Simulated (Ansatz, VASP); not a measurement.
**Rh: VASP beside Ansatz**

```
CELL_PARAMETERS angstrom
0.00000 1.89998 1.89998
1.89998 0.00000 1.89998
1.89998 1.89998 0.00000
ATOMIC_POSITIONS crystal
Rh 0.00000 0.00000 0.00000
```

Alike in both runs: functional r2SCAN; k mesh 18 × 18 × 18; occupations gaussian, width 0.1 eV; no spin polarisation.

Ansatz relaxed the structure, and its values are those at the end. VASP's run is a single point on that final structure, the one shown.

|  | VASP | Ansatz |
| --- | --- | --- |
| version | VASP 6.6.1 | Ansatz 0.2.0 |
| potentials or method | VASP PAW PBE potentials, release 64 (Rh_pv), cutoff 550 eV | scalar-relativistic, plane waves, PAW |
| valence electrons in the cell | 15 | 17 |

|  | VASP | Ansatz | Ansatz less VASP |
| --- | --- | --- | --- |
| gap on the k mesh at the Fermi level (eV) | none | none | - |
| pressure (GPa) | 1.1 | 0.0 | -1.12 |

VASP's potentials were made for PBE, not for r2SCAN. A gap of «none» marks a metal or a gap that the smearing closes. VASP's potentials hold 15 valence electrons a cell and Ansatz's 17, so a difference there can come from the potentials and not from the codes.
